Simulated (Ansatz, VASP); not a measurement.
**CuF in VASP and in Ansatz**

```
Cu F
1.0
     2.86766    0.00000    0.00000
    -1.43383    2.48346    0.00000
     0.00000    0.00000    6.80279
Cu F
2 2
Direct
  0.33333 0.66667 0.04951
  0.66667 0.33333 0.54951
  0.33333 0.66667 0.33259
  0.66667 0.33333 0.83259
```

Alike in both runs: functional PBE; k mesh 6 × 6 × 4; occupations gaussian, width 0.1 eV; no spin polarisation.

Ansatz relaxed the structure, and its values are those at the end. VASP's run is a single point on that final structure, the one shown.

|  | VASP | Ansatz |
| --- | --- | --- |
| version | VASP 6.6.1 | Ansatz 0.2.0 |
| potentials or method | VASP PAW PBE potentials, release 64 (Cu, F), cutoff 520 eV | scalar-relativistic, plane waves, PAW |
| valence electrons in the cell | 36 | 52 |

```tsv
	VASP	Ansatz	Ansatz less VASP
pressure (GPa)	0.2	0.0	-0.20
rms of the force components (eV/Å)	0.034	0.000	-0.0344
```

VASP's potentials hold 36 valence electrons a cell and Ansatz's 52, so a difference there can come from the potentials and not from the codes.

The k mesh is coarse, so the values compare programs but aren't converged.
